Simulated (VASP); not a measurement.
## C: single point with LDA

The system is C.

```
CELL_PARAMETERS angstrom
0.00000 1.78340 1.78340
1.78340 0.00000 1.78340
1.78340 1.78340 0.00000
ATOMIC_POSITIONS crystal
C 0.50000 0.50000 0.50000
C 0.75000 0.75000 0.75000
```

| Item | Value |
| --- | --- |
| Program | VASP 6.6.1 |
| Task | single point |
| Functional | LDA |
| Potentials or basis | VASP PAW LDA potentials, release 64 (C_h) |
| Cutoff | 1300 eV |
| k mesh | 12 × 12 × 12 |
| Occupations | gaussian, width 0.02 eV |
| Spin | no spin polarisation |

The pressure is -12.3 GPa and the band gap on the k mesh is 4.12 eV (least direct gap 5.54 eV).

Levels at points of the mesh, in eV from the valence-band top:
```
           k point  band 2  band 3  band 4  band 5  band 6  band 7
(0.00, 0.00, 0.00)    0.00    0.00    0.00    5.54    5.54    5.54
(0.50, 0.00, 0.00)  -13.36   -2.79   -2.79    8.38    8.38    9.01
(0.50, 0.50, 0.00)  -12.61   -6.29   -6.29    4.71    4.71   16.62
```

Run time: 18 s on 1 thread of Intel(R) Xeon(R) Platinum 8488C (Sapphire Rapids) (shared host), peak memory 0.15 GiB.

Caveat: the cell stands under tension. A k mesh can miss the band edges.
